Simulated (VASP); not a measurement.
# Si62B (a cell with a defect) in VASP: further runs

The runs below take Si62B (a cell with a defect) through single point, with PBE+D3(BJ).

Everything below comes from runs of VASP 6.6.1. Logs are shortened: lines on timing, memory, paths and dates and some standing lists are left out, and cuts for length are marked.

## 1. The cell of the first run

The cell holds a defect, 63 atoms: a = 10.860 Å, b = 10.860 Å, c = 10.860 Å, α = 90.00°, β = 90.00°, γ = 90.00°.

## 2. Single point, PBE+D3(BJ), collinear spin

The input, INCAR:

```
SYSTEM = Si62B
PREC = Accurate
ENCUT = 520
EDIFF = 1E-6
ISMEAR = 0
SIGMA = 0.02
LREAL = Auto
LASPH = .True.
NELM = 150
ALGO = Normal
ISIF = 2
LWAVE = .False.
LCHARG = .False.
ISPIN = 2
MAGMOM = 0 0 0 0 0 0 0 0 0 0 0 0 0 0 0 0 0 0 0 0.16 0 0 0 0 0 0 0 0 0 0 0 0 0 0.16 0 0 0 0 0 0 0 0 0 0 0 0 0 0 0 0 0 0 0 0.16 0 0 0 0 0 0 0 0 0.11
LORBIT = 11
GGA = PE
IVDW = 12
NELECT = 253.0
NBANDS = 166
```

The input, KPOINTS:

```
Automatic mesh
0
Gamma
  1 1 1
  0 0 0
```

The input, POSCAR:

```
Si62B
1.0
   10.8600000000      0.0000000000      0.0000000000
    0.0000000000     10.8600000000      0.0000000000
    0.0000000000      0.0000000000     10.8600000000
Si B
62 1
Direct
    0.4999948435      0.0010941068      0.0008898711
    0.6196815838      0.1276356354      0.1314611418
    0.7486868324      0.2500716390      0.0035489871
    0.8771292818      0.3748052486      0.1250485267
    0.7475960405      0.0016766114      0.2532444751
    0.8769366483      0.1259816759      0.3743716390
    0.0091499079      0.0021779006      0.0064147330
    0.1387384899      0.1228317680      0.1359784530
    0.2537999079      0.2488094843      0.0017180479
    0.3783217311      0.3738492634      0.1270037753
    0.5037267956      0.5038067219     -0.0024270718
    0.6273216390      0.6280063536      0.1286729282
    0.7472994475      0.7526762431     -0.0023469613
    0.8710151013      0.8797540516      0.1220798343
    0.2617971455     -0.0020134438      0.2712034991
    0.4852426335      0.2328453039      0.2693440147
    0.6217773481      0.3692490792      0.3749107735
    0.7499406077      0.4965326888      0.2515719153
    0.8754498158      0.6220855433      0.3760636280
    0.6339183241      0.1170990792      0.6219655617
    0.7522395028      0.2500283610      0.5009125230
    0.8737302026      0.3805196133      0.6228302026
    0.7576414365      0.0021416206      0.7538954880
    0.8799703499      0.1264046041      0.8822428177
    0.0015252302      0.5001256906     -0.0011569061
    0.1251100368      0.6252141805      0.1252381215
    0.2527656538      0.7495624309      0.0002446593
    0.3754577348      0.8762656538      0.1287106814
    0.0040946593      0.2495447514      0.2499122468
    0.1362915285      0.3660373849      0.3759982505
    0.2518120626      0.4991997238      0.2500858195
    0.3742255064      0.6264837937      0.3758718232
    0.5011381215      0.7552297422      0.2560093002
    0.6209348987      0.8873001842      0.3865734807
    0.0001490792     -0.0004083794      0.5000028545
    0.1219670350      0.1279945672      0.6266954880
    0.2633494475      0.2258062615      0.4934962247
    0.3773763352      0.3663456722      0.6184734807
    0.5006802947      0.5001189687      0.4991531308
    0.6217823204      0.6324983425      0.6228929098
    0.7503476980      0.7539917127      0.4970385820
    0.8765613260      0.8744776243      0.6254886740
    0.2487504604      0.0006290976      0.7453522099
    0.3753479742      0.1234357274      0.8724609576
    0.5034994475      0.2439515654      0.7450532228
    0.6265076427      0.3735130755      0.8719956722
    0.7473270718      0.5046219153      0.7481145488
    0.8738471455      0.6255127072      0.8756366483
   -0.0075272560      0.7493003683      0.2452775322
    0.1194459484      0.8694279926      0.3726223757
    0.0077918969      0.4969430018      0.4987317680
    0.1291688766      0.6224872928      0.6286259669
    0.2474662063      0.7522562615      0.5000644567
    0.3715352670      0.9113206262      0.5859115101
   -0.0039174954      0.2546928177      0.7506132597
    0.1277791897      0.3736209945      0.8753941989
    0.2559637201      0.4947928177      0.7484057090
    0.3785529466      0.6322292818      0.8659020258
    0.4923663904      0.7719640884      0.7296980663
    0.6226161142      0.8780246777      0.8697645488
    0.0005328729      0.7487839779      0.7507958564
    0.1278674033      0.8735434622      0.8753129834
    0.3565281768      0.0902953959      0.4018528545
```

Potentials or basis: VASP PAW PBE potentials, release 64 (Si, B).

Launch:

```bash
$ cat potpaw_PBE.64/Si/POTCAR potpaw_PBE.64/B/POTCAR > POTCAR
$ mpirun -np 1 vasp_gam > vasp.out
```

OUTCAR:

```text
SYSTEM = Si62B
   PREC = Accurate
   ENCUT = 520
   EDIFF = 1E-6
   ISMEAR = 0
   LREAL = Auto
   LASPH = .True.
   NELM = 150
   ISIF = 2
   ISPIN = 2
   LORBIT = 11
   GGA = PE
   IVDW = 12
   NELECT = 253.0
 IVDW          = 12

 ion  position               nearest neighbor table
   1  0.500  0.001  0.001-  44 2.35  60 2.36   2 2.36  28 2.37
   2  0.620  0.128  0.131-   5 2.36   1 2.36   3 2.38  16 2.38
   3  0.749  0.250  0.004-   4 2.35  24 2.36  46 2.37   2 2.38
   4  0.877  0.375  0.125-   3 2.35  18 2.35  25 2.36  29 2.36
   5  0.748  0.002  0.253-   6 2.35  34 2.35   2 2.36  14 2.36
   6  0.877  0.126  0.374-   5 2.35  29 2.35  35 2.35  21 2.35
[... 45 lines left out ...]
  52  0.129  0.622  0.629-  57 2.35  53 2.36  51 2.36  61 2.36
  53  0.247  0.752  0.500-  50 2.34  32 2.36  52 2.36  54 2.38
  54  0.372  0.911  0.586-  53 2.38  43 2.39  59 2.54
  55  0.996  0.255  0.751-  56 2.36  22 2.36  36 2.36  24 2.36
  56  0.128  0.374  0.875-  55 2.36  25 2.36  57 2.36   9 2.36
  57  0.256  0.495  0.748-  52 2.35  56 2.36  58 2.37  38 2.38
  58  0.379  0.632  0.866-  27 2.37  57 2.37  11 2.42  59 2.45
  59  0.492  0.772  0.730-  40 2.37  60 2.38  58 2.45  54 2.54
  60  0.623  0.878  0.870-  23 2.36   1 2.36  13 2.37  59 2.38
  61  0.001  0.749  0.751-  48 2.35  42 2.35  62 2.36  52 2.36
  62  0.128  0.874  0.875-  27 2.34  61 2.36  43 2.37   7 2.38
  63  0.357  0.090  0.402-  15 2.02  37 2.04  16 2.53

  LATTYP: Found a simple cubic cell.
 ALAT       =    10.8600000000

  Lattice vectors:

 A1 = (  10.8600000000,   0.0000000000,   0.0000000000)
 A2 = (   0.0000000000,  10.8600000000,   0.0000000000)
 A3 = (   0.0000000000,   0.0000000000,  10.8600000000)

Analysis of symmetry for initial positions (statically):
=====================================================================
 Subroutine PRICEL returns:
 Original cell was already a primitive cell.

 Routine SETGRP: Setting up the symmetry group for a
 simple cubic supercell.

 Subroutine GETGRP returns: Found  1 space group operations
 (whereof  1 operations were pure point group operations)
 out of a pool of 48 trial point group operations.

The static configuration has the point symmetry C_1 .

Analysis of symmetry for dynamics (positions and initial velocities):
=====================================================================
 Subroutine PRICEL returns:
 Original cell was already a primitive cell.

 Routine SETGRP: Setting up the symmetry group for a
 simple cubic supercell.

 Subroutine GETGRP returns: Found  1 space group operations
 (whereof  1 operations were pure point group operations)
 out of a pool of 48 trial point group operations.

The dynamic configuration has the point symmetry C_1 .

Analysis of structural, dynamic, and magnetic symmetry:
=====================================================================
[... 258 lines left out ...]

 val. band max:        6.0938355745   @ k =   0.0000   0.0000   0.0000
 cond. band min:       6.2430717635   @ k =   0.0000   0.0000   0.0000
 fundamental gap:      0.1492361891
 Fermi energy:         6.1678887030

 spin component 1

 k-point     1 :       0.0000    0.0000    0.0000
  band No.  band energies     occupation
      1      -6.2727      1.00000
      2      -5.2357      1.00000
      3      -5.2216      1.00000
      4      -5.2168      1.00000
      5      -5.2055      1.00000
      6      -5.1751      1.00000
[... 130 lines left out ...]
    137       6.8069      0.00000
    138       6.8355      0.00000
 Fermi energy:         6.1678887030

 spin component 2

 k-point     1 :       0.0000    0.0000    0.0000
  band No.  band energies     occupation
      1      -6.2603      1.00000
      2      -5.2247      1.00000
      3      -5.2080      1.00000
      4      -5.2028      1.00000
      5      -5.1915      1.00000
      6      -5.1688      1.00000
[... 130 lines left out ...]
    137       6.8258      0.00000
    138       6.8520      0.00000
 [bands above 138 left out]

------------------------ aborting loop because EDIFF is reached ----------------------------------------

 Edisp (eV)  -19.70293

 E6    (eV) :   -11.5534

 E8    (eV) :    -8.1496

  FORCE on cell =-STRESS in cart. coord.  units (eV):
  Direction    XX          YY          ZZ          XY          YZ          ZX
  --------------------------------------------------------------------------------------
  -------------------------------------------------------------------------------------
  Total      15.07419     0.62520     1.37178     1.12692     2.25966     2.23674
  in kB      18.85624     0.78207     1.71595     1.40966     2.82659     2.79793
  external pressure =        7.12 kB  Pullay stress =        0.00 kB

 VOLUME and BASIS-vectors are now :
 -----------------------------------------------------------------------------
  energy-cutoff  :      520.00
  volume of cell :     1280.82
      direct lattice vectors                 reciprocal lattice vectors
    10.860000000  0.000000000  0.000000000     0.092081031  0.000000000  0.000000000
     0.000000000 10.860000000  0.000000000     0.000000000  0.092081031  0.000000000
     0.000000000  0.000000000 10.860000000     0.000000000  0.000000000  0.092081031

 POSITION                                       TOTAL-FORCE (eV/Angst)
 -----------------------------------------------------------------------------------
      5.42994      0.01188      0.00966         0.011710     -0.010509     -0.007423
      6.72974      1.38612      1.42767         0.028445     -0.052015      0.005866
      8.13074      2.71578      0.03854        -0.007849     -0.006488      0.010106
      9.52562      4.07038      1.35803        -0.018426      0.008874     -0.004415
      8.11889      0.01821      2.75023         0.053833     -0.036570     -0.004030
      9.52353      1.36816      4.06568         0.009071     -0.002616      0.002568
[... 55 lines left out ...]
      1.38864      9.48668      9.50590         0.028979     -0.013320     -0.009465
      3.87190      0.98061      4.36412        -0.217183      0.609478     -0.240875
 -----------------------------------------------------------------------------------
    total drift:                               -0.001051      0.000210      0.010743

  FREE ENERGIE OF THE ION-ELECTRON SYSTEM (eV)
  ---------------------------------------------------
  free  energy   TOTEN  =      -339.4545953458 eV

  energy  without entropy=     -339.4545953331  energy(sigma->0) =     -339.45459534

 total charge

# of ion       s       p       d       tot
------------------------------------------
    1        0.740   0.960   0.000   1.700
    2        0.744   0.949   0.000   1.692
    3        0.740   0.954   0.000   1.694
    4        0.741   0.959   0.000   1.699
    5        0.740   0.954   0.000   1.695
    6        0.740   0.964   0.000   1.704
[... 55 lines left out ...]
   62        0.745   0.953   0.000   1.698
   63        0.670   0.963   0.000   1.633
--------------------------------------------------
tot         46.860  59.498   0.000 106.358

 magnetization (x)

# of ion       s       p       d       tot
------------------------------------------
    1       -0.000   0.000   0.000  -0.000
    2        0.003   0.000   0.000   0.003
    3        0.000   0.001   0.000   0.001
    4       -0.000   0.000   0.000  -0.000
    5       -0.000   0.003   0.000   0.003
    6       -0.000   0.001   0.000   0.001
[... 55 lines left out ...]
   62        0.002   0.001   0.000   0.003
   63        0.000   0.006   0.000   0.006
--------------------------------------------------
tot          0.093   0.216   0.000   0.310
```

It took 23 min on 1 thread of AMD EPYC 7R13, shared host; peak memory 1.4 GiB.

What came out:

* Free energy: -339.4546 eV
* Largest force: 0.690 eV/Å
* Net moment: 1.00 μB per cell
* Site moments: Si -0.00, +0.00, +0.01, +0.07, +0.02, +0.08 (each value once); B +0.01 μB
* Valence electrons inside the program's atomic spheres: Si 1.70, 1.69, 1.67, 1.68, 1.61, 1.66, 1.65, 1.71, 1.59, 1.64 (each value once); B 1.63
* Dispersion energy per atom: -0.313 eV

Forces on the atoms (eV/Å):
```
Si   0.012 -0.011 -0.007
Si   0.028 -0.052  0.006
Si  -0.008 -0.006  0.010
Si  -0.018  0.009 -0.004
Si   0.054 -0.037 -0.004
Si   0.009 -0.003  0.003
Si  -0.005 -0.020 -0.041
Si  -0.069  0.025 -0.061
Si   0.001 -0.005 -0.011
Si  -0.008 -0.076  0.064
Si   0.013 -0.047  0.047
Si  -0.007  0.011  0.011
Si   0.002 -0.009 -0.004
Si   0.024 -0.021 -0.019
Si  -0.101  0.078 -0.077
Si   0.000 -0.180  0.092
Si  -0.018 -0.050  0.024
Si  -0.032 -0.027  0.007
Si   0.022 -0.059  0.004
Si   0.004 -0.024 -0.020
Si   0.015 -0.008  0.015
Si   0.007  0.014  0.005
Si  -0.005 -0.021 -0.008
Si  -0.026 -0.024  0.004
Si   0.006 -0.001  0.010
Si   0.014 -0.003 -0.002
Si   0.024  0.010  0.024
Si   0.004  0.034  0.033
Si  -0.021  0.009 -0.007
Si  -0.030  0.015 -0.019
Si   0.005 -0.004  0.011
Si   0.005  0.005  0.011
Si   0.006  0.011  0.025
Si   0.190 -0.112  0.021
Si   0.002 -0.005  0.010
Si  -0.045  0.009  0.040
Si  -0.111  0.051  0.045
Si  -0.017  0.001  0.010
Si   0.001 -0.010  0.004
Si   0.008 -0.010 -0.004
Si   0.089 -0.071  0.006
Si   0.022 -0.017  0.009
Si   0.015 -0.004 -0.023
Si   0.003 -0.017  0.000
Si  -0.015 -0.022 -0.013
Si   0.001 -0.023 -0.004
Si  -0.004 -0.005  0.008
Si   0.001 -0.008  0.003
Si   0.001 -0.026  0.007
Si  -0.001  0.012 -0.007
Si   0.030 -0.001  0.017
Si   0.030  0.040 -0.013
Si   0.040  0.058 -0.007
Si   0.072  0.083 -0.044
Si  -0.035  0.001  0.027
Si  -0.006  0.001 -0.002
Si  -0.002  0.010  0.004
Si   0.001 -0.027  0.032
Si  -0.005 -0.018  0.002
Si   0.005 -0.014 -0.008
Si   0.012 -0.008  0.010
Si   0.029 -0.013 -0.009
B   -0.217  0.609 -0.241
```

Caveat: the k points lie up to 0.58 Å⁻¹ apart; the cell carries a net charge on a neutralising background, which shifts energy and pressure; the cell is charged against a uniform background, so pressure and absolute levels hang on convention.

## 3. Single point, PBE+D3(BJ), collinear spin

The input, INCAR:

```
ALGO = Normal ; EDIFF = 1E-7
ENCUT = 520 ; GGA = PE
ISIF = 2 ; ISMEAR = 0
ISPIN = 2 ; IVDW = 12
LASPH = True ; LCHARG = False
LORBIT = 11 ; LREAL = Auto
LWAVE = False ; MAGMOM = 0 0 0 0 0 0 0 0 0 0 0 0 0 0 0 0 0 0 0 0.16 0 0 0 0 0 0 0 0 0 0 0 0 0 0.16 0 0 0 0 0 0 0 0 0 0 0 0 0 0 0 0 0 0 0 0.16 0 0 0 0 0 0 0 0 0.11
NBANDS = 166 ; NELECT = 253.0
NELM = 150 ; PREC = Accurate
SIGMA = 0.02
```

The input, KPOINTS:

```
k-points
0
Gamma
  1 1 1
```

The input, POSCAR:

```
Si62B
1.0
   10.8600000000      0.0000000000      0.0000000000
    0.0000000000     10.8600000000      0.0000000000
    0.0000000000      0.0000000000     10.8600000000
Si B
62 1
Direct
    0.4976285451      0.0011191529      0.0028405157
    0.6145619705      0.1304529466      0.1332695212
    0.7468623389      0.2502081031      0.0042745856
    0.8797592081      0.3717313076      0.1257484346
    0.7404958564      0.0032183241      0.2557462247
    0.8752303867      0.1254713628      0.3748751381
    0.0067860958      0.0035726519      0.0083998158
    0.1456959484      0.1177288214      0.1439988950
    0.2530352670      0.2479040516      0.0046265193
    0.3773846225      0.3830281768      0.1202441989
    0.5015035912      0.5055964088     -0.0079276243
    0.6289192449      0.6219798343      0.1249864641
    0.7480276243      0.7524412523     -0.0007439227
    0.8690197974      0.8813406077      0.1257807551
    0.2822643646     -0.0050613260      0.2840176796
    0.4849431860      0.2596176796      0.2595699816
    0.6252991713      0.3778510129      0.3729237569
    0.7560868324      0.4984223757      0.2509058011
    0.8722976059      0.6316653775      0.3753011050
    0.6091230203      0.1124215470      0.6080011050
    0.7446515654      0.2472592081      0.4987502762
    0.8717647330      0.3748742173      0.6224373849
    0.7495438306      0.0027626151      0.7483663904
    0.8780996317      0.1283474217      0.8777794659
    0.0002294659      0.4989755985     -0.0014476059
    0.1222464088      0.6257559853      0.1246690608
    0.2479790976      0.7505261510     -0.0016352670
    0.3747047882      0.8721392265      0.1275705341
    0.0074495396      0.2470292818      0.2519833333
    0.1313322284      0.3735850829      0.3774986188
    0.2492383057      0.5014334254      0.2484880295
    0.3743237569      0.6246902394      0.3743372928
    0.5020368324      0.7477119705      0.2489004604
    0.6010163904      0.8888742173      0.3815008287
    0.0011965930     -0.0008300184      0.4987507366
    0.1298432781      0.1260202578      0.6189877532
    0.2657820442      0.2413308471      0.4852940147
    0.3772796501      0.3710463168      0.6194196133
    0.5012955801      0.5021387661      0.4999524862
    0.6233106814      0.6297330571      0.6257965930
    0.7408968692      0.7598430018      0.4984946593
    0.8740365562      0.8762289134      0.6239874770
    0.2506441068      0.0002406077      0.7461917127
    0.3756263352      0.1250318600      0.8735971455
    0.5023938306      0.2460293738      0.7449193370
    0.6259496317      0.3743038674      0.8720302947
    0.7498116943      0.5021700737      0.7491572744
    0.8747002762      0.6264923573      0.8754569061
   -0.0039661142      0.7547486188      0.2467379374
    0.1266841621      0.8716840700      0.3744870166
   -0.0016129834      0.4994643646      0.4983127072
    0.1236226519      0.6177337937      0.6298488950
    0.2442880295      0.7438637201      0.5018131676
    0.3722906077      0.8866757827      0.6035268877
    0.0021386740      0.2527169429      0.7470034991
    0.1280024862      0.3726104972      0.8767759669
    0.2546650092      0.4946712707      0.7506883978
    0.3768540516      0.6328397790      0.8667145488
    0.4967372928      0.7645614180      0.7397351750
    0.6235424494      0.8794216390      0.8736552486
   -0.0003216390      0.7504571823      0.7499453039
    0.1247695212      0.8773851750      0.8745958564
    0.4693724678     -0.0182197053      0.4777239411
```

Potentials or basis: VASP PAW PBE potentials, release 64 (Si, B).

Launch:

```bash
$ cat potpaw_PBE.64/Si/POTCAR potpaw_PBE.64/B/POTCAR > POTCAR
$ mpirun -np 1 vasp_gam > vasp.out
```

It took 25 min on 1 thread of Intel Xeon 8259CL, shared host; peak memory 1.5 GiB.

The run converged. Its results:

- Free energy: -339.4630 eV
- Largest force: 0.838 eV/Å
- Net moment: 1.00 μB per cell
- Site moments: Si -0.00, +0.01, +0.00, +0.04, +0.02, +0.10 (each value once); B +0.01 μB
- Valence electrons inside the program's atomic spheres: Si 1.70, 1.68, 1.69, 1.67, 1.65, 1.61, 1.66, 1.71, 1.63 (each value once); B 1.64
- Dispersion energy per atom: -0.313 eV

Forces on the atoms (eV/Å):
```
Si  -0.016 -0.001  0.008
Si  -0.019 -0.019  0.015
Si  -0.025 -0.001  0.008
Si  -0.007 -0.006 -0.009
Si  -0.004 -0.020  0.004
Si  -0.018 -0.002  0.002
Si  -0.035  0.002 -0.039
Si  -0.030 -0.005 -0.022
Si  -0.015 -0.004  0.003
Si  -0.024 -0.003  0.012
Si  -0.013 -0.030  0.008
Si   0.002 -0.028 -0.031
Si   0.002  0.000  0.003
Si   0.005 -0.001 -0.003
Si   0.052  0.098  0.018
Si  -0.023 -0.002  0.026
Si  -0.005  0.016  0.000
Si   0.003 -0.001 -0.007
Si  -0.008  0.018 -0.009
Si  -0.223 -0.072 -0.161
Si  -0.053 -0.025 -0.006
Si  -0.020 -0.025 -0.006
Si  -0.083  0.001 -0.072
Si  -0.060  0.000 -0.051
Si  -0.010  0.004  0.001
Si  -0.005  0.020 -0.014
Si  -0.015  0.030  0.007
Si  -0.008  0.018  0.018
Si  -0.012  0.002 -0.002
Si  -0.095  0.102 -0.018
Si  -0.021  0.024 -0.010
Si  -0.002 -0.002 -0.009
Si   0.008 -0.036 -0.041
Si   0.063 -0.127 -0.039
Si   0.002  0.007 -0.009
Si   0.007  0.005 -0.024
Si  -0.125  0.214 -0.030
Si  -0.028  0.060  0.020
Si  -0.002  0.014  0.005
Si   0.016 -0.018  0.010
Si   0.026 -0.034  0.009
Si  -0.008  0.012 -0.011
Si   0.034  0.005 -0.037
Si  -0.005  0.007 -0.003
Si  -0.032  0.005 -0.025
Si  -0.017 -0.017 -0.015
Si   0.008 -0.020  0.008
Si   0.002  0.009 -0.007
Si   0.028  0.024  0.008
Si   0.050  0.044 -0.003
Si  -0.053  0.034  0.005
Si  -0.007  0.017 -0.015
Si   0.019  0.013  0.000
Si   0.094 -0.096  0.086
Si   0.004 -0.008 -0.011
Si  -0.013  0.001 -0.003
Si  -0.024  0.023  0.018
Si  -0.017 -0.015  0.040
Si   0.016 -0.075  0.072
Si  -0.002  0.001  0.012
Si  -0.002  0.017 -0.006
Si   0.002  0.026 -0.026
B    0.741 -0.182  0.344
```

Levels at points of the mesh, in eV from the Fermi level:
Spin up:
```tsv
k point	band 125	band 126	band 127	band 128	band 129	band 130
(0.00, 0.00, 0.00)	-0.75	-0.15	-0.07	0.08	0.15	0.19
```
Spin down:
```tsv
k point	band 122	band 123	band 124	band 125	band 126	band 127	band 128	band 129	band 130	band 131
(0.00, 0.00, 0.00)	-1.43	-0.85	-0.79	-0.74	-0.11	0.07	0.10	0.17	0.20	0.23
```

Caveat: the k points lie up to 0.58 Å⁻¹ apart; the cell carries a net charge on a neutralising background, which shifts energy and pressure; the cell is charged against a uniform background, so pressure and absolute levels hang on convention.
